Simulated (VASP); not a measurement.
**V: relaxation of cell and atoms with PBE**

The system is V.

```
V
1.0
     2.13674    0.00000    0.00000
     0.00000    2.13674    0.00000
     0.00000    0.00000    2.13674
V
1
Direct
  0.00000 0.00000 0.00000
```

| Item | Value |
| --- | --- |
| Program | VASP 6.6.1 |
| Task | relaxation of cell and atoms |
| Functional | PBE |
| Potentials or basis | VASP PAW PBE potentials, release 64 (V_sv) |
| Cutoff | 600 eV |
| k mesh | 18 × 18 × 18 |
| Occupations | fermi-dirac, width 0.1 eV |
| Spin | no spin polarisation |
| Target pressure | 130 GPa |
| Dipole correction | no |
| Further INCAR settings | ALGO = Normal; EDIFF = 1e-06; IBRION = 2; EDIFFG = -0.005; NSW = 60; ISIF = 3 |

```json
{
  "Relaxed volume": "9.69 Å³/atom",
  "Relaxed cell": "a = 2.132 Å, b = 2.132 Å, c = 2.132 Å, α = 90.00°, β = 90.00°, γ = 90.00°",
  "Space group after relaxing (to 0.05 Å)": "Pm-3m (No. 221)",
  "Energy change on relaxing (the enthalpy is what falls)": "+54.2 meV/atom",
  "Ionic steps": "3",
  "Pressure after relaxing": "129.9 GPa"
}
```

The path:
```csv
step,energy change (eV),largest force (eV/Å),pressure (GPa),volume (Å³)
1,0.0000,0.0000,126.03,9.76
2,0.2865,0.0000,146.62,9.42
3,0.0542,0.0000,129.94,9.69
```

Final structure:
```
V
1.0
     2.13178    0.00000    0.00000
     0.00000    2.13178    0.00000
     0.00000    0.00000    2.13178
V
1
Direct
  0.00000 0.00000 0.00000
```

Levels at points of the mesh, in eV from the Fermi level:
| k point | band 5 | band 6 | band 7 | band 8 | band 9 | band 10 |
| --- | --- | --- | --- | --- | --- | --- |
| (0.00, 0.00, 0.00) | -7.05 | -3.90 | -3.90 | 5.52 | 5.52 | 5.52 |
| (0.50, 0.00, 0.00) | -2.60 | -2.27 | 0.71 | 1.93 | 1.93 | 5.86 |
| (0.50, 0.50, 0.00) | -6.60 | -0.90 | 2.75 | 2.75 | 7.72 | 9.69 |
| (0.50, 0.50, 0.50) | -3.95 | -3.95 | -3.95 | 7.92 | 7.92 | 10.60 |

It took 33 s on 1 thread of Intel Xeon 6975P-C (shared host), peak memory 0.15 GiB.

Caveat: the cell is relaxed towards a set pressure, so the enthalpy falls and the energy may rise.
